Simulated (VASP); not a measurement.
# MoSe (Fm-3m) in VASP: further runs

MoSe is run at these levels: PBE; tasks: single point.

Program: VASP 6.6.1. These are calculated values, not measurements. Logs are shortened: lines on timing, memory, paths and dates and some standing lists are left out, and cuts for length are marked.

**1. The cell of the first run**

The structure is cubic, space group Fm-3m (No. 225). The conventional cell has a = 5.077 Å, b = 5.077 Å, c = 5.077 Å, α = 90.00°, β = 90.00°, γ = 90.00°. Mo (site symmetry m-3m) has 6 Se at 2.54 Å within 3.4 Å. Se (site symmetry m-3m) has 6 Mo at 2.54 Å within 3.4 Å.

**2. Single point, PBE, collinear spin**

INCAR reads:

```
PREC     = Accurate       # precision mode
ENCUT    = 520            # plane-wave cutoff, eV
EDIFF    = 1E-6           # SCF threshold, eV
ISMEAR   = 0              # smearing method
SIGMA    = 0.1            # smearing width, eV
LREAL    = F              # projectors in reciprocal space
LASPH    = T              # aspherical terms in the spheres
NELM     = 150            # most SCF steps
ALGO     = Normal         # electronic algorithm
ISIF     = 2              # what is computed and relaxed
LWAVE    = F              # write WAVECAR
LCHARG   = F              # write CHGCAR
ISPIN    = 2              # spin polarisation
MAGMOM   = 3.5 0          # initial moments
LORBIT   = 11             # projections on sites
LMAXMIX  = 4              # l up to which the mixer works
GGA      = PE             # functional
NBANDS   = 21             # bands
```

KPOINTS reads:

```
regular mesh
0
Gamma
  14 14 14
```

POSCAR reads:

```
MoSe
1.0
    0.0000000000      2.5386151041      2.5386151041
    2.5386151041      0.0000000000      2.5386151041
    2.5386151041      2.5386151041      0.0000000000
Mo Se
1 1
Direct
    0.0000000000      0.0000000000      0.0000000000
    0.5000000000      0.5000000000      0.5000000000
```

Potentials or basis: VASP PAW PBE potentials, release 64 (Mo_sv, Se).

Launch:

```console
> cat potpaw_PBE.64/Mo_sv/POTCAR potpaw_PBE.64/Se/POTCAR > POTCAR
> mpirun -np 1 vasp_std > vasp.out
```

OUTCAR:

```text
PREC = Accurate
   ENCUT = 520
   EDIFF = 1E-6
   ISMEAR = 0
   LREAL = F
   LASPH = T
   NELM = 150
   ISIF = 2
   ISPIN = 2
   LORBIT = 11
   GGA = PE

 ion  position               nearest neighbor table
   1  0.000  0.000  0.000-   2 2.54   2 2.54   2 2.54   2 2.54   2 2.54   2 2.54
   2  0.500  0.500  0.500-   1 2.54   1 2.54   1 2.54   1 2.54   1 2.54   1 2.54

  LATTYP: Found a face centered cubic cell.
 ALAT       =     5.0772302082

  Lattice vectors:

 A1 = (   0.0000000000,   2.5386151041,   2.5386151041)
 A2 = (   2.5386151041,   0.0000000000,   2.5386151041)
 A3 = (   2.5386151041,   2.5386151041,   0.0000000000)

Analysis of symmetry for initial positions (statically):
=====================================================================
 Subroutine PRICEL returns:
 Original cell was already a primitive cell.

 Routine SETGRP: Setting up the symmetry group for a
 face centered cubic supercell.

 Subroutine GETGRP returns: Found 48 space group operations
 (whereof 48 operations were pure point group operations)
 out of a pool of 48 trial point group operations.

The static configuration has the point symmetry O_h .

Analysis of symmetry for dynamics (positions and initial velocities):
=====================================================================
 Subroutine PRICEL returns:
 Original cell was already a primitive cell.

 Routine SETGRP: Setting up the symmetry group for a
 face centered cubic supercell.

 Subroutine GETGRP returns: Found 48 space group operations
 (whereof 48 operations were pure point group operations)
 out of a pool of 48 trial point group operations.

The dynamic configuration has the point symmetry O_h .

Analysis of structural, dynamic, and magnetic symmetry:
=====================================================================
 Subroutine PRICEL returns:
 Original cell was already a primitive cell.

 Routine SETGRP: Setting up the symmetry group for a
 face centered cubic supercell.

 Subroutine GETGRP returns: Found 48 space group operations
 (whereof 48 operations were pure point group operations)
 out of a pool of 48 trial point group operations.

The overall configuration has the point symmetry O_h .

 Subroutine INISYM returns: Found 48 space group operations
 (whereof 48 operations are pure point group operations),
 and found     1 'primitive' translations

----------------------------------------------------------------------------------------

                                     Primitive cell

  volume of cell :      32.7205

  direct lattice vectors                    reciprocal lattice vectors
     0.000000000  2.538615104  2.538615104    -0.196957782  0.196957782  0.196957782
     2.538615104  0.000000000  2.538615104     0.196957782 -0.196957782  0.196957782
     2.538615104  2.538615104  0.000000000     0.196957782  0.196957782 -0.196957782

  length of vectors
     3.590143910  3.590143910  3.590143910     0.341140885  0.341140885  0.341140885

  position of ions in fractional coordinates (direct lattice)
     0.000000000  0.000000000  0.000000000
     0.500000000  0.500000000  0.500000000

  ion indices of the primitive-cell ions
   primitive index   ion index
                 1           1
                 2           2

----------------------------------------------------------------------------------------

 KPOINTS: regular mesh

Automatic generation of k-mesh.
 Grid dimensions read from file:
 generate k-points for:   14   14   14

 Generating k-lattice:

  Cartesian coordinates                     Fractional coordinates (reciprocal lattice)
    -0.014068413  0.014068413  0.014068413     0.071428571  0.000000000  0.000000000
     0.014068413 -0.014068413  0.014068413     0.000000000  0.071428571  0.000000000
     0.014068413  0.014068413 -0.014068413     0.000000000  0.000000000  0.071428571

  Length of vectors
     0.024367206  0.024367206  0.024367206

  Shift w.r.t. Gamma in fractional coordinates (k-lattice)
     0.000000000  0.000000000  0.000000000

 Subroutine IBZKPT returns following result:
 ===========================================

 Found    104 irreducible k-points:

 Following reciprocal coordinates:
            Coordinates               Weight
  0.000000  0.000000  0.000000      1.000000
  0.071429  0.000000  0.000000      8.000000
  0.142857  0.000000  0.000000      8.000000
  0.214286  0.000000  0.000000      8.000000
  0.285714  0.000000  0.000000      8.000000
  0.357143  0.000000  0.000000      8.000000
[... 16 lines left out ...]
  0.214286  0.142857  0.000000     24.000000
  0.285714  0.142857  0.000000     24.000000
 [... further k-points ...]
   k-points           NKPTS =    104   k-points in BZ     NKDIM =    104   number of bands    NBANDS=     21
   number of dos      NEDOS =    301   number of ions     NIONS =      2
   total plane-waves  NPLWV =  21952
   dimension x,y,z NGX =    28 NGY =   28 NGZ =   28
   dimension x,y,z NGXF=    56 NGYF=   56 NGZF=   56
   ions per type =               1   1
   NGX,Y,Z   is equivalent  to a cutoff of  12.97, 12.97, 12.97 a.u.
   NGXF,Y,Z  is equivalent  to a cutoff of  25.93, 25.93, 25.93 a.u.
 SYSTEM =  unknown system
   PREC   = accura    normal or accurate (medium, high low for compatibility)
   ISTART =      0    job   : 0-new  1-cont  2-samecut
   ICHARG =      2    charge: 1-file 2-atom 10-const
   ISPIN  =      2    spin polarized calculation?
   LNONCOLLINEAR =      F non collinear calculations
   LSORBIT =      F    spin-orbit coupling
   LASPH  =      T    aspherical Exc in radial PAW
   ENCUT  =  520.0 eV  38.22 Ry    6.18 a.u.   6.68  6.68  6.68*2*pi/ulx,y,z
   NELM   =    150;   NELMIN=  2; NELMDL= -5     # of ELM steps
   EDIFF  = 0.1E-05   stopping-criterion for ELM
   LREAL  =      F    real-space projection
   EDIFFG = 0.1E-04   stopping-criterion for IOM
   NSW    =      0    number of steps for IOM
   IBRION =     -1    ionic relax: 0-MD 1-quasi-New 2-CG
   NFREE  =      0    steps in history (QN), initial steepest desc. (CG)
   ISIF   =      2    stress and relaxation
   ISYM   =      2    0-nonsym 1-usesym 2-fastsym
   POTIM  = 0.5000    time-step for ionic-motion
   TEBEG  =    0.0;   TEEND  =   0.0 temperature during run
   PSTRESS=    0.0 pullay stress
   NELECT =      20.0000    total number of electrons
   NUPDOWN=      -1.0000    fix difference up-down
   EMIN   =  10.00;   EMAX   =-10.00  energy-range for DOS
   EFERMI =   0.00;   METHOD = LEGACY
   ISMEAR =     0;   SIGMA  =   0.10  broadening in eV -4-tet -1-fermi 0-gaus
   EFERMI_NEDOS =   21; number of points for ismear=-14 and -15
   IALGO  =     38    algorithm
   IMIX   =      4    mixing-type and parameters
     AMIX     =   0.40;   BMIX     =  1.00
     AMIX_MAG =   1.60;   BMIX_MAG =  1.00
  volume/ion in A,a.u.               =      16.36       110.40
  Fermi-wavevector in a.u.,A,eV,Ry     =   1.389349  2.625489 26.263193  1.930290
  Thomas-Fermi vector in A             =   2.513388
   LORBIT       =     11    0 simple, 1 ext, 2 COOP (PROOUT), +10 PAW based schemes
   GGA     = PE    functional components
   LHFCALC =     F    Hartree Fock is set to
   AEXX    =    0.0000 exact exchange contribution
   IVDW    =     0    specifies the selected vdW correction
   LEPSILON=     F    determine dielectric tensor
   LRPA    =     F    only Hartree local field effects (RPA)
 spin polarized calculation
 Gauss-broadening in eV      SIGMA  =   0.10
  energy-cutoff  :      520.00
  volume of cell :       32.72
 maximum number of plane-waves:       903
   NGX = 13   NGY = 13   NGZ = 13

 number of electron      19.9999998 magnetization       0.0007057

 Free energy of the ion-electron system (eV)
  ---------------------------------------------------
  ext. energy  EPLUGINS =         0.00000000
  ---------------------------------------------------
  free energy    TOTEN  =       -13.17405036 eV

  energy without entropy =      -13.16130910  energy(sigma->0) =      -13.16767973

 E-fermi :  10.7950     XC(G=0): -12.2104

 val. band max:       10.7946816006   @ k =  -0.3571   0.3571   0.0714
 cond. band min:      10.7967151252   @ k =   0.5000   0.1429   0.0000
 fundamental gap:      0.0020335246
 Fermi energy:        10.7950055483

 spin component 1

 k-point     1 :       0.0000    0.0000    0.0000
  band No.  band energies     occupation
      1     -50.4456      1.00000
      2     -24.5735      1.00000
      3     -24.5735      1.00000
      4     -24.5735      1.00000
      5      -5.7312      1.00000
      6       8.4803      1.00000
[... 13 lines left out ...]
     20      26.6904      0.00000
     21      26.6904      0.00000
[... 529 lines left out ...]
 k-point    24 :       0.2857    0.1429    0.0000
  band No.  band energies     occupation
      1     -50.4382      1.00000
      2     -24.6574      1.00000
      3     -24.5938      1.00000
      4     -24.5898      1.00000
      5      -4.8569      1.00000
      6       4.2709      1.00000
[... 13 lines left out ...]
     20      27.1097      0.00000
     21      29.3081      0.00000

 [... further k-points ...]

 spin component 2

 k-point     1 :       0.0000    0.0000    0.0000
  band No.  band energies     occupation
      1     -50.4451      1.00000
      2     -24.5730      1.00000
      3     -24.5730      1.00000
      4     -24.5730      1.00000
      5      -5.7312      1.00000
      6       8.4802      1.00000
[... 13 lines left out ...]
     20      26.6906      0.00000
     21      26.6906      0.00000
[... 529 lines left out ...]
 k-point    24 :       0.2857    0.1429    0.0000
  band No.  band energies     occupation
      1     -50.4377      1.00000
      2     -24.6568      1.00000
      3     -24.5933      1.00000
      4     -24.5892      1.00000
      5      -4.8569      1.00000
      6       4.2710      1.00000
[... 13 lines left out ...]
     20      27.1098      0.00000
     21      29.3083      0.00000

 [... further k-points ...]

------------------------ aborting loop because EDIFF is reached ----------------------------------------

  FORCE on cell =-STRESS in cart. coord.  units (eV):
  Direction    XX          YY          ZZ          XY          YZ          ZX
  --------------------------------------------------------------------------------------
  -------------------------------------------------------------------------------------
  Total        2.9701727      2.9701727      2.9701727     -0.0000000     -0.0000000      0.0000000
  in kB      145.4359292    145.4359292    145.4359292     -0.0000000     -0.0000000      0.0000000
  external PRESSURE =     145.4359292 kB  Pullay stress =       0.0000000 kB

 VOLUME and BASIS-vectors are now :
 -----------------------------------------------------------------------------
  energy-cutoff  :      520.00
  volume of cell :       32.72
      direct lattice vectors                 reciprocal lattice vectors
     0.000000000  2.538615104  2.538615104    -0.196957782  0.196957782  0.196957782
     2.538615104  0.000000000  2.538615104     0.196957782 -0.196957782  0.196957782
     2.538615104  2.538615104  0.000000000     0.196957782  0.196957782 -0.196957782

 POSITION                                       TOTAL-FORCE (eV/Angst)
 -----------------------------------------------------------------------------------
      0.00000      0.00000      0.00000         0.000000      0.000000      0.000000
      2.53862      2.53862      2.53862        -0.000000     -0.000000     -0.000000
 -----------------------------------------------------------------------------------
    total drift:                               -0.000000      0.000000      0.000000

  FREE ENERGIE OF THE ION-ELECTRON SYSTEM (eV)
  ---------------------------------------------------
  free  energy   TOTEN  =       -13.1740503586 eV

  energy  without entropy=      -13.1613090968  energy(sigma->0) =      -13.16767973

 total charge

# of ion       s       p       d       tot
------------------------------------------
    1        2.221   6.116   4.181  12.518
    2        1.431   2.439   0.149   4.019
--------------------------------------------------
tot          3.652   8.555   4.330  16.537

 magnetization (x)

# of ion       s       p       d       tot
------------------------------------------
    1        0.000   0.000   0.001   0.001
    2        0.000  -0.000   0.000  -0.000
--------------------------------------------------
tot          0.000  -0.000   0.001   0.001
```

Wall time 95 s (1 thread of Intel Xeon 6975P-C (Granite Rapids), shared host); peak memory 0.24 GiB.

What came out:

```yaml
Free_energy: -13.1741 eV
Pressure: 14.5 GPa
Band_gap_on_the_k_mesh: zero (filled and empty bands overlap)
Net_moment: 0.00 μB per cell
Valence_electrons_inside_the_program's_atomic_spheres: Mo 12.52; Se 4.02
```

Levels at points of the mesh, in eV from the Fermi level:
Spin up:
| k point | band 6 | band 7 | band 8 | band 9 | band 10 | band 11 | band 12 | band 13 | band 14 | band 15 |
| --- | --- | --- | --- | --- | --- | --- | --- | --- | --- | --- |
| (0.00, 0.00, 0.00) | -2.31 | -2.31 | -2.31 | -2.26 | -2.26 | -2.26 | -1.78 | -1.78 | 3.44 | 7.86 |
| (0.50, 0.00, 0.00) | -8.51 | -6.02 | -6.02 | -0.09 | -0.09 | 0.68 | 2.54 | 5.36 | 5.36 | 6.48 |
| (0.50, 0.50, 0.00) | -6.64 | -4.07 | -3.97 | -3.97 | -0.81 | 0.60 | 0.60 | 1.68 | 3.20 | 10.22 |
Spin down:
```tsv
k point	band 8	band 9	band 10	band 11	band 12	band 13
(0.00, 0.00, 0.00)	-2.31	-2.26	-2.26	-2.26	-1.78	-1.78
(0.50, 0.00, 0.00)	-6.02	-0.09	-0.09	0.69	2.54	5.36
(0.50, 0.50, 0.00)	-3.97	-3.97	-0.81	0.61	0.61	1.68
```

Caveat: the cell stands under pressure.

**3. Single point, PBE, collinear spin**

This run uses another cell than the first one, of 17.07 Å³/atom.

INCAR reads:

```
PREC     = Accurate       # precision mode
ENCUT    = 520            # plane-wave cutoff, eV
EDIFF    = 1E-7           # SCF threshold, eV
ISMEAR   = 0              # smearing method
SIGMA    = 0.1            # smearing width, eV
LREAL    = False          # projectors in reciprocal space
LASPH    = True           # aspherical terms in the spheres
NELM     = 150            # most SCF steps
ALGO     = Normal         # electronic algorithm
ISIF     = 2              # what is computed and relaxed
LWAVE    = False          # write WAVECAR
LCHARG   = True           # write CHGCAR
ISPIN    = 2              # spin polarisation
MAGMOM   = 3.5 0          # initial moments
LORBIT   = 11             # projections on sites
LMAXMIX  = 4              # l up to which the mixer works
GGA      = PE             # functional
LELF     = True           # ELF
LVHAR    = True         
NBANDS   = 21             # bands
```

KPOINTS reads:

```
Automatic mesh
0
Gamma
  14 14 14
```

POSCAR reads:

```
MoSe
1.0
    0.0000000000      2.5748859346      2.5748859346
    2.5748859346      0.0000000000      2.5748859346
    2.5748859346      2.5748859346      0.0000000000
Mo Se
1 1
Direct
    0.0000000000      0.0000000000      0.0000000000
    0.5000000000      0.5000000000      0.5000000000
```

Potentials or basis: VASP PAW PBE potentials, release 64 (Mo_sv, Se).

Launch:

```console
> cat potpaw_PBE.64/Mo_sv/POTCAR potpaw_PBE.64/Se/POTCAR > POTCAR
> mpirun -np 1 vasp_std > vasp.out
```

Wall time 2.1 min (1 thread of Intel Xeon 6975P-C (Granite Rapids), shared host); peak memory 0.25 GiB.

It converged, with:

| Property | Result |
| --- | --- |
| Free energy | -13.2668 eV |
| Pressure | 6.6 GPa |
| Band gap on the k mesh | zero (filled and empty bands overlap) |
| Net moment | 0.00 μB per cell |
| Valence electrons inside the program's atomic spheres | Mo 12.44; Se 3.98 |

Levels at points of the mesh, in eV from the Fermi level:
Spin up:
| k point | band 8 | band 9 | band 10 | band 11 | band 12 | band 13 |
| --- | --- | --- | --- | --- | --- | --- |
| (0.00, 0.00, 0.00) | -2.30 | -2.10 | -2.10 | -2.10 | -1.67 | -1.67 |
| (0.50, 0.00, 0.00) | -5.78 | -0.08 | -0.08 | 0.62 | 2.55 | 5.02 |
| (0.50, 0.50, 0.00) | -3.89 | -3.80 | -0.76 | 0.57 | 0.57 | 1.54 |
Spin down:
```tsv
k point	band 7	band 8	band 9	band 10	band 11	band 12	band 13	band 14
(0.00, 0.00, 0.00)	-2.30	-2.30	-2.10	-2.10	-2.10	-1.67	-1.67	3.06
(0.50, 0.00, 0.00)	-5.78	-5.78	-0.08	-0.08	0.62	2.55	5.02	5.02
(0.50, 0.50, 0.00)	-3.89	-3.89	-3.80	-0.76	0.57	0.57	1.54	2.94
```

Caveat: the cell stands under pressure.

**4. Single point, PBE, collinear spin**

This run uses another cell than the first one: it holds 4 atoms, not 2.

INCAR reads:

```
SYSTEM = MoSe
PREC     = Accurate       ! precision mode
ENCUT    = 520            ! plane-wave cutoff, eV
EDIFF    = 1E-7           ! SCF threshold, eV
ISMEAR   = 0              ! smearing method
SIGMA    = 0.1            ! smearing width, eV
LREAL    = .FALSE.        ! projectors in reciprocal space
LASPH    = .TRUE.         ! aspherical terms in the spheres
NELM     = 150            ! most SCF steps
ALGO     = Normal         ! electronic algorithm
ISIF     = 2              ! what is computed and relaxed
LWAVE    = .FALSE.        ! write WAVECAR
LCHARG   = .FALSE.        ! write CHGCAR
ISPIN    = 2              ! spin polarisation
MAGMOM   = 2 -2 0 0       ! initial moments
LORBIT   = 11             ! projections on sites
LMAXMIX  = 4              ! l up to which the mixer works
GGA      = PE             ! functional
NBANDS   = 32             ! bands
```

KPOINTS reads:

```
regular mesh
0
G
  14 14 7
  0 0 0
```

POSCAR reads:

```
MoSe
1.0
    0.0000000000      2.4821826423      2.4821826423
    4.9643652846      2.4821826423      2.4821826423
    4.9643652846      4.9643652846      0.0000000000
Mo Se
2 2
Direct
    1.0000000000      0.0000000000      0.0000000000
    1.0000000000      0.0000000000      0.5000000000
    0.5000000000      0.5000000000      0.0000000000
    0.5000000000      0.5000000000      0.5000000000
```

Launch:

```console
> cat potpaw_PBE.64/Mo_sv/POTCAR potpaw_PBE.64/Se/POTCAR > POTCAR
> mpirun -np 1 vasp_std > vasp.out
```

Wall time 15 min (1 thread of AMD EPYC 9R45 (Zen 5), shared host); peak memory 0.55 GiB.

Results (log left out):

| Property | Result |
| --- | --- |
| Free energy | -25.7591 eV |
| Pressure | 30.5 GPa |
| Band gap on the k mesh | zero (filled and empty bands overlap) |
| Net moment | 0.00 μB per cell |
| Valence electrons inside the program's atomic spheres | Mo 12.66; Se 4.09 |

Levels at points of the mesh, in eV from the Fermi level:
Spin up:
| k point | band 16 | band 17 | band 18 | band 19 | band 20 | band 21 | band 22 | band 23 | band 24 | band 25 |
| --- | --- | --- | --- | --- | --- | --- | --- | --- | --- | --- |
| (0.00, 0.00, 0.00) | -2.54 | -2.54 | -2.33 | -2.33 | -2.33 | -1.98 | -1.98 | -0.90 | 0.67 | 0.67 |
| (0.50, 0.00, 0.00) | -6.42 | -0.11 | -0.11 | -0.11 | -0.11 | 0.79 | 0.79 | 2.52 | 2.52 | 5.94 |
| (0.50, 0.50, 0.00) | -4.08 | -4.08 | -4.08 | -0.90 | -0.90 | 0.67 | 0.67 | 0.67 | 0.67 | 1.93 |
Spin down:
| k point | band 18 | band 19 | band 20 | band 21 | band 22 | band 23 |
| --- | --- | --- | --- | --- | --- | --- |
| (0.00, 0.00, 0.00) | -2.33 | -2.33 | -2.33 | -1.98 | -1.98 | -0.90 |
| (0.50, 0.00, 0.00) | -0.11 | -0.11 | -0.11 | 0.79 | 0.79 | 2.52 |
| (0.50, 0.50, 0.00) | -4.08 | -0.90 | -0.90 | 0.67 | 0.67 | 0.67 |

Caveat: the cell stands under pressure.

**5. Summary**

```csv
cell,k mesh,gap on the mesh (eV),pressure (GPa),moment (μB)
"a = 3.590 Å, angles 60.0°, 2 atoms, atomic positions A",14 × 14 × 14,none,14.5,0.00
"a = 3.641 Å, angles 60.0°, 2 atoms, atomic positions A",14 × 14 × 14,none,6.6,0.00
"a = 3.510, b = 6.080, c = 7.021 Å, angles 30.0, 60.0, 54.7°, 4 atoms, atomic positions B",14 × 14 × 7,none,30.5,0.00
```

Alike in all rows: task single point; level PBE; potentials or basis VASP PAW PBE potentials, release 64 (Mo_sv, Se); spin collinear; cutoff (eV) 520; smearing gaussian 0.1 eV.

Caveats: the cell stands under pressure.

Absolute energies hang on the potentials; compare differences alone.
